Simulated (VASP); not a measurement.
A run of VASP 6.6.1 is set up as follows.

INCAR

```
SYSTEM = La2O3
ALGO = Normal ; EDIFF = 1E-7
EDIFFG = -0.005 ; ENCUT = 600
GGA = PS ; IBRION = 2
ISIF = 3 ; ISMEAR = -1
LASPH = .TRUE. ; LCHARG = .FALSE.
LREAL = .FALSE. ; LWAVE = .FALSE.
NELM = 100 ; NSW = 80
PREC = Accurate ; SIGMA = 0.02
```

File KPOINTS:

```
k-points
0
G
  6 6 4
  0 0 0
```

Contents of POSCAR:

```
La2O3
1.0
    3.9404478335      0.0000000000      0.0000000000
   -1.9702239168      3.4125279261      0.0000000000
    0.0000000000      0.0000000000      6.1873564374
La O
2 3
Direct
    0.6666666667      0.3333333333      0.7526274777
    0.3333333333      0.6666666667      0.2473725223
    0.6666666667      0.3333333333      0.3546952476
    0.3333333333      0.6666666667      0.6453047524
    0.0000000000      0.0000000000      0.0000000000
```

Potentials or basis: VASP PAW PBE potentials, release 64 (La, O).

The run is started by

```console
$ cat potpaw_PBE.64/La/POTCAR potpaw_PBE.64/O/POTCAR > POTCAR
$ mpirun -np 1 vasp_std > vasp.out
```

(1) What does it give for the band gap on the k mesh?

(2) What does it give for the relaxed volume?

(3) Predict the space group after relaxing (to 0.05 Å).

Answers

(1) 3.78 eV, indirect (least direct gap 3.87 eV).

(2) 15.92 Å³/atom.

(3) P-3m1 (No. 164).

Caveat: the PAW data sets were made with another functional, which shifts forces and pressure a little; spin-orbit coupling is left out, which moves the levels of the heavy elements.
